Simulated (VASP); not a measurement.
**Ir: single point with PBEsol**

The system is Ir.

```
Ir
1.0
     2.67672    0.00000    0.00000
    -1.33836    2.31811    0.00000
     0.00000    0.00000    4.34441
Ir
2
Direct
  0.33333 0.66667 0.25000
  0.66667 0.33333 0.75000
```

This isn't the form of Ir at room conditions, which is fcc.

```json
{
  "Program": "VASP 6.6.1",
  "Task": "single point",
  "Functional": "PBEsol",
  "Potentials or basis": "VASP PAW PBE potentials, release 64 (Ir_sv_GW)",
  "Cutoff": "560 eV",
  "k mesh": "11 × 11 × 6",
  "Occupations": "fermi-dirac, width 0.05 eV",
  "Spin": "no spin polarisation"
}
```

The pressure is 18.1 GPa. The band gap on the k mesh is zero (bands 17 and 18 overlap by 3.54 eV).

Levels at points of the mesh, in eV from the Fermi level:
```tsv
k point	band 14	band 15	band 16	band 17	band 18	band 19	band 20	band 21
(0.00, 0.00, 0.00)	-3.44	-3.44	-2.56	-2.56	-0.98	0.31	0.31	7.52
(0.00, 0.00, 0.50)	-4.28	-4.28	-4.28	-0.48	-0.48	-0.48	-0.48	13.09
```

Wall time 24 s on 1 thread of Intel(R) Xeon(R) 6975P-C (Granite Rapids), with other jobs on the host, peak memory 0.18 GiB.

Caveat: the cell stands under pressure; the PAW data sets were made with another functional, which shifts forces and pressure a little; spin-orbit coupling is left out, which moves the levels of the heavy elements.
